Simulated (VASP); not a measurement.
# Zn4HO4 (a cell with a defect) in VASP: further runs, part 2 of 2

VASP 6.6.1. The steps go on from the part before.

### 3 Single point, PBEsol

INCAR

```
PREC     = Accurate       # precision mode
ENCUT    = 520            # plane-wave cutoff, eV
EDIFF    = 1E-7           # SCF threshold, eV
ISMEAR   = 0              # smearing method
SIGMA    = 0.05           # smearing width, eV
LREAL    = False          # projectors in reciprocal space
LASPH    = True           # aspherical terms in the spheres
NELM     = 80             # most SCF steps
ALGO     = Normal         # electronic algorithm
ISIF     = 2              # what is computed and relaxed
LWAVE    = False          # write WAVECAR
LCHARG   = True           # write CHGCAR
GGA      = PS             # functional
LELF     = True           # ELF
LVHAR    = True         
NBANDS   = 46             # bands
```

KPOINTS

```
regular mesh
0
Gamma
  4 4 8
```

POSCAR

```
Zn4HO4
1.0
    5.5148137916      0.0000000000      0.0000000000
    0.0000000000      5.5148137916      0.0000000000
    0.0000000000      0.0000000000      3.2430062931
Zn O H
4 4 1
Direct
    0.1820657240      0.1820657240      0.5000000000
    0.8179342760      0.8179342760      0.5000000000
    0.6820657240      0.3179342760      0.0000000000
    0.3179342760      0.6820657240      0.0000000000
    0.8180023132      0.1819976868      0.5000000000
    0.1819976868      0.8180023132      0.5000000000
    0.6819976868      0.6819976868      0.0000000000
    0.3180023132      0.3180023132      0.0000000000
    1.0000405349      0.0819976868      0.5000000000
```

Potentials or basis: VASP PAW PBE potentials, release 64 (Zn, O, H).

Launch:

```console
$ cat potpaw_PBE.64/Zn/POTCAR potpaw_PBE.64/O/POTCAR potpaw_PBE.64/H/POTCAR > POTCAR
$ mpirun -np 1 vasp_std > vasp.out
```

OUTCAR:

```text
PREC = Accurate
   ENCUT = 520
   EDIFF = 1E-7
   ISMEAR = 0
   LREAL = False
   LASPH = True
   NELM = 80
   ISIF = 2
   GGA = PS

 ion  position               nearest neighbor table
   1  0.182  0.182  0.500-   9 1.15   8 1.94   8 1.94   6 2.01   5 2.01   2 2.84
   2  0.818  0.818  0.500-   9 1.77   7 1.94   7 1.94   6 2.01   5 2.01   1 2.84
   3  0.682  0.318  0.000-   5 1.94   5 1.94   8 2.01   7 2.01   4 2.84
   4  0.318  0.682  0.000-   6 1.94   6 1.94   8 2.01   7 2.01   3 2.84
   5  0.818  0.182  0.500-   9 1.15   3 1.94   3 1.94   2 2.01   1 2.01
   6  0.182  0.818  0.500-   4 1.94   4 1.94   1 2.01   2 2.01
   7  0.682  0.682  0.000-   2 1.94   2 1.94   4 2.01   3 2.01
   8  0.318  0.318  0.000-   1 1.94   1 1.94   4 2.01   3 2.01
   9  0.000  0.082  0.500-   5 1.15   1 1.15   2 1.77

  LATTYP: Found a simple tetragonal cell.
 ALAT       =     5.5148137916
 C/A-ratio  =     0.5880536344

  Lattice vectors:

 A1 = (   5.5148137916,   0.0000000000,   0.0000000000)
[... 190 lines left out ...]
  energy without entropy =      -36.23536633  energy(sigma->0) =      -36.23572669

 E-fermi :   4.2136     XC(G=0): -11.0945

 val. band max:        4.1893807895   @ k =   0.5000   0.2500   0.1250
 cond. band min:       4.3285507993   @ k =   0.5000   0.5000   0.0000
 fundamental gap:      0.1391700098
 Fermi energy:         4.2135649761

 k-point     1 :       0.0000    0.0000    0.0000
  band No.  band energies     occupation
      1     -19.1024      2.00000
      2     -16.7011      2.00000
      3     -16.1981      2.00000
      4     -16.0102      2.00000
      5      -9.1990      2.00000
      6      -5.9110      2.00000
[... 1165 lines left out ...]
     45      10.3891      0.00000
     46      10.4967      0.00000

 [... further k-points ...]
[... 5 lines left out ...]
  --------------------------------------------------------------------------------------
  -------------------------------------------------------------------------------------
  Total       19.7132294     10.6241662      5.1774327      7.5640769      0.0000000      0.0000000
  in kB      320.2276738    172.5821764     84.1037870    122.8731576      0.0000000      0.0000000
  external PRESSURE =     192.3045457 kB  Pullay stress =       0.0000000 kB

 VOLUME and BASIS-vectors are now :
 -----------------------------------------------------------------------------
  energy-cutoff  :      520.00
  volume of cell :       98.63
      direct lattice vectors                 reciprocal lattice vectors
     5.514813792  0.000000000  0.000000000     0.181329785  0.000000000  0.000000000
     0.000000000  5.514813792  0.000000000     0.000000000  0.181329785  0.000000000
     0.000000000  0.000000000  3.243006293     0.000000000  0.000000000  0.308355862

 POSITION                                       TOTAL-FORCE (eV/Angst)
 -----------------------------------------------------------------------------------
      1.00406      1.00406      1.62150        13.710010      6.929742      0.000000
      4.51076      4.51076      1.62150        -1.026945     -2.192890      0.000000
      3.76147      1.75335      0.00000        -0.562381      0.682062      0.000000
      1.75335      3.76147      0.00000         0.112539     -0.031853      0.000000
      4.51113      1.00368      1.62150        -1.392188      0.416523      0.000000
      1.00368      4.51113      1.62150        -0.035187     -0.090260      0.000000
      3.76109      3.76109      0.00000         0.060557     -0.017455      0.000000
      1.75372      1.75372      0.00000         0.198584      0.009660      0.000000
      0.00022      0.45220      1.62150       -11.064989     -5.705530      0.000000
 -----------------------------------------------------------------------------------
    total drift:                               -0.000290     -0.000110     -0.000001

  FREE ENERGIE OF THE ION-ELECTRON SYSTEM (eV)
  ---------------------------------------------------
  free  energy   TOTEN  =       -36.2360870407 eV

  energy  without entropy=      -36.2353663302  energy(sigma->0) =      -36.23572669
```

Run time: 2.7 min. Hardware: 1 thread of AMD EPYC 9R45 (Zen 5), shared host; peak memory 0.28 GiB.

What came out:

```
Free energy            : -36.2361 eV
Pressure               : 19.2 GPa
Largest force          : 15.362 eV/Å
Band gap on the k mesh : zero (an odd number of electrons rules out a gap without spin polarisation)
```

Forces on the atoms (eV/Å):
```
Zn   13.710   6.930   0.000
Zn   -1.027  -2.193   0.000
Zn   -0.562   0.682   0.000
Zn    0.113  -0.032   0.000
O    -1.392   0.417   0.000
O    -0.035  -0.090   0.000
O     0.061  -0.017   0.000
O     0.199   0.010   0.000
H   -11.065  -5.706   0.000
```

Levels at points of the mesh, in eV from the Fermi level:
| k point | band 34 | band 35 | band 36 | band 37 | band 38 | band 39 |
| --- | --- | --- | --- | --- | --- | --- |
| (0.00, 0.00, 0.00) | -3.68 | -3.29 | -3.20 | -2.87 | 1.63 | 1.92 |
| (0.50, 0.00, 0.00) | -3.73 | -3.71 | -3.61 | -0.49 | -0.18 | 2.15 |
| (0.00, 0.50, 0.00) | -4.08 | -3.53 | -3.40 | -0.58 | -0.09 | 2.26 |
| (0.50, 0.50, 0.00) | -4.01 | -3.92 | -3.90 | 0.12 | 0.77 | 1.28 |
| (0.00, 0.00, 0.50) | -4.81 | -4.71 | -4.43 | 1.13 | 2.43 | 3.91 |
| (0.50, 0.00, 0.50) | -4.62 | -4.51 | -4.10 | 0.78 | 2.58 | 3.15 |
| (0.00, 0.50, 0.50) | -4.64 | -4.56 | -4.14 | 1.00 | 2.60 | 3.20 |
| (0.50, 0.50, 0.50) | -4.49 | -4.42 | -4.26 | 0.66 | 2.11 | 2.12 |

Caveat: the PAW data sets were made with another functional, which shifts forces and pressure a little; an odd number of electrons without spin polarisation forces a metal; a magnetic or distorted state may lie lower.

### 4 Single point, PBEsol

INCAR

```
PREC = Accurate
ENCUT = 520
EDIFF = 1E-7
ISMEAR = 0
SIGMA = 0.05
LREAL = False
LASPH = True
NELM = 100
ALGO = Normal
ISIF = 2
LWAVE = False
LCHARG = False
GGA = PS
NBANDS = 46
```

KPOINTS

```
Automatic mesh
0
Gamma
  4 4 8
```

POSCAR: that of step 3 with these lines changed.

```diff
@@ -16,2 +16,2 @@
     0.3180023132      0.3180023132      0.0000000000
-    1.0000405349      0.0819976868      0.5000000000
+    1.0000405349     -0.6180023132      0.0000000000
```

Launch:

```console
$ cat potpaw_PBE.64/Zn/POTCAR potpaw_PBE.64/O/POTCAR potpaw_PBE.64/H/POTCAR > POTCAR
$ mpirun -np 1 vasp_std > vasp.out
```

Run time: 2.8 min. Hardware: 1 thread of AMD EPYC 9R45 (Zen 5), shared host; peak memory 0.27 GiB.

The run converged. Its results:

```
Free energy            : -39.4915 eV
Pressure               : 4.6 GPa
Largest force          : 0.838 eV/Å
Band gap on the k mesh : zero (an odd number of electrons rules out a gap without spin polarisation)
```

Forces on the atoms (eV/Å):
```
Zn  -0.217 -0.320  0.000
Zn   0.054 -0.079  0.000
Zn   0.420  0.353  0.000
Zn  -0.089  0.286  0.000
O   -0.516 -0.660  0.000
O    0.084  0.190  0.000
O   -0.478  0.197  0.000
O    0.802 -0.192  0.000
H   -0.059  0.224  0.000
```

Stress tensor (GPa, compression positive):
```
 3.05 -0.36  0.00
-0.36  4.29  0.00
 0.00  0.00  6.34
```

Levels at points of the mesh, in eV from the Fermi level:
```
           k point  band 35  band 36  band 37  band 38  band 39  band 40
(0.00, 0.00, 0.00)    -1.60    -1.48    -1.38     1.97     3.75     4.31
(0.50, 0.00, 0.00)    -1.85    -1.80    -0.34     1.69     3.21     4.45
(0.00, 0.50, 0.00)    -1.80    -1.68    -0.09     1.73     3.25     4.56
(0.50, 0.50, 0.00)    -2.21    -2.17    -0.29     2.70     2.82     3.16
(0.00, 0.00, 0.50)    -2.78    -2.70     0.88     4.24     5.15     6.32
(0.50, 0.00, 0.50)    -2.53    -2.41    -0.08     4.21     4.39     5.23
(0.00, 0.50, 0.50)    -2.52    -2.42     0.76     4.45     4.95     5.20
(0.50, 0.50, 0.50)    -2.71    -2.65    -0.30     3.73     4.35     4.46
```

Caveat: the PAW data sets were made with another functional, which shifts forces and pressure a little; an odd number of electrons without spin polarisation forces a metal; a magnetic or distorted state may lie lower.

### 5 Single point, PBEsol

INCAR

```
PREC = Accurate
ENCUT = 520
EDIFF = 1E-6
ISMEAR = 0
SIGMA = 0.05
LREAL = False
LASPH = True
NELM = 60
ALGO = Normal
ISIF = 2
LWAVE = False
LCHARG = True
GGA = PS
LELF = True
LVHAR = True
NBANDS = 46
```

KPOINTS

```
regular mesh
0
Gamma
  4 4 8
```

POSCAR: that of step 4 with these lines changed.

```diff
@@ -16,2 +16,2 @@
     0.3180023132      0.3180023132      0.0000000000
-    1.0000405349     -0.6180023132      0.0000000000
+    1.0000405349      0.1819976868      0.0000000000
```

Potentials or basis: VASP PAW PBE potentials, release 64 (Zn, O, H).

Launch:

```console
$ cat potpaw_PBE.64/Zn/POTCAR potpaw_PBE.64/O/POTCAR potpaw_PBE.64/H/POTCAR > POTCAR
$ mpirun -np 1 vasp_std > vasp.out
```

OUTCAR:

```text
PREC = Accurate
   ENCUT = 520
   EDIFF = 1E-6
   ISMEAR = 0
   LREAL = False
   LASPH = True
   NELM = 60
   ISIF = 2
   GGA = PS

 ion  position               nearest neighbor table
   1  0.182  0.182  0.500-   9 1.91   9 1.91   8 1.94   8 1.94   5 2.01   6 2.01   2 2.84
   2  0.818  0.818  0.500-   7 1.94   7 1.94   5 2.01   6 2.01   1 2.84
   3  0.682  0.318  0.000-   9 1.91   5 1.94   5 1.94   7 2.01   8 2.01   4 2.84
   4  0.318  0.682  0.000-   6 1.94   6 1.94   8 2.01   7 2.01   3 2.84
[... 1396 lines left out ...]
  Total        3.4422710      2.2448536      5.2349480      0.0468163      0.0000000      0.0000000
  in kB       55.9172935     36.4660830     85.0380821      0.7604977      0.0000000      0.0000000
  external PRESSURE =      59.1404862 kB  Pullay stress =       0.0000000 kB

 VOLUME and BASIS-vectors are now :
 -----------------------------------------------------------------------------
  energy-cutoff  :      520.00
  volume of cell :       98.63
      direct lattice vectors                 reciprocal lattice vectors
     5.514813792  0.000000000  0.000000000     0.181329785  0.000000000  0.000000000
     0.000000000  5.514813792  0.000000000     0.000000000  0.181329785  0.000000000
     0.000000000  0.000000000  3.243006293     0.000000000  0.000000000  0.308355862

 POSITION                                       TOTAL-FORCE (eV/Angst)
 -----------------------------------------------------------------------------------
      1.00406      1.00406      1.62150         0.275118     -0.141379      0.000000
      4.51076      4.51076      1.62150         0.027413     -0.137298      0.000000
      3.76147      1.75335      0.00000        -0.158215      0.290802      0.000000
      1.75335      3.76147      0.00000        -0.014511      0.226158      0.000000
      4.51113      1.00368      1.62150        -0.467712     -0.125971      0.000000
      1.00368      4.51113      1.62150         0.117436     -0.191398      0.000000
      3.76109      3.76109      0.00000        -0.087062     -0.083936      0.000000
      1.75372      1.75372      0.00000         0.736503      0.243593      0.000000
      0.00022      1.00368      0.00000        -0.428970     -0.080570      0.000000
 -----------------------------------------------------------------------------------
    total drift:                                0.000084      0.000054     -0.000000

  FREE ENERGIE OF THE ION-ELECTRON SYSTEM (eV)
  ---------------------------------------------------
  free  energy   TOTEN  =       -39.3976719533 eV

  energy  without entropy=      -39.3961476244  energy(sigma->0) =      -39.39690979
```

Run time: 2.4 min. Hardware: 1 thread of AMD EPYC 9R45 (Zen 5), shared host; peak memory 0.28 GiB.

Results:

- Free energy: -39.3977 eV
- Pressure: 5.9 GPa
- Largest force: 0.776 eV/Å
- Band gap on the k mesh: zero (an odd number of electrons rules out a gap without spin polarisation)

Forces on the atoms (eV/Å):
```
Zn   0.275 -0.141  0.000
Zn   0.027 -0.137  0.000
Zn  -0.158  0.291  0.000
Zn  -0.015  0.226  0.000
O   -0.468 -0.126  0.000
O    0.117 -0.191  0.000
O   -0.087 -0.084  0.000
O    0.737  0.244  0.000
H   -0.429 -0.081  0.000
```

Levels at points of the mesh, in eV from the Fermi level:
```csv
k point,band 34,band 35,band 36,band 37,band 38,band 39
"(0.00, 0.00, 0.00)",-2.32,-1.98,-1.92,-1.77,1.17,3.31
"(0.50, 0.00, 0.00)",-2.32,-2.24,-2.21,-0.90,1.29,2.61
"(0.00, 0.50, 0.00)",-2.50,-2.12,-2.02,-1.11,1.38,3.00
"(0.50, 0.50, 0.00)",-2.58,-2.57,-2.57,-0.95,2.35,2.67
"(0.00, 0.00, 0.50)",-3.60,-3.15,-3.12,1.00,3.90,4.25
"(0.50, 0.00, 0.50)",-3.45,-2.87,-2.84,0.28,3.92,4.18
"(0.00, 0.50, 0.50)",-3.36,-2.88,-2.86,0.93,3.98,4.20
"(0.50, 0.50, 0.50)",-3.21,-3.03,-3.03,0.10,3.52,3.59
```

Caveat: the PAW data sets were made with another functional, which shifts forces and pressure a little; an odd number of electrons without spin polarisation forces a metal; a magnetic or distorted state may lie lower.

### 6 Summary

```tsv
cell	gap on the mesh (eV)	pressure (GPa)	largest force (eV/Å)
as given, atomic positions A	none	6.2	0.85
as given, atomic positions B	none	19.2	15.36
as given, atomic positions C	none	4.6	0.84
as given, atomic positions D	none	5.9	0.78
```

Alike in all rows: task single point; level PBEsol; potentials or basis VASP PAW PBE potentials, release 64 (Zn, O, H); no spin polarisation; k mesh 4 × 4 × 8; cutoff (eV) 520; smearing gaussian 0.05 eV.

Caveats: the PAW data sets were made with another functional, which shifts forces and pressure a little; an odd number of electrons without spin polarisation forces a metal; a magnetic or distorted state may lie lower.

Total energies depend on the potentials used, so only differences within one code and one set of settings carry meaning.
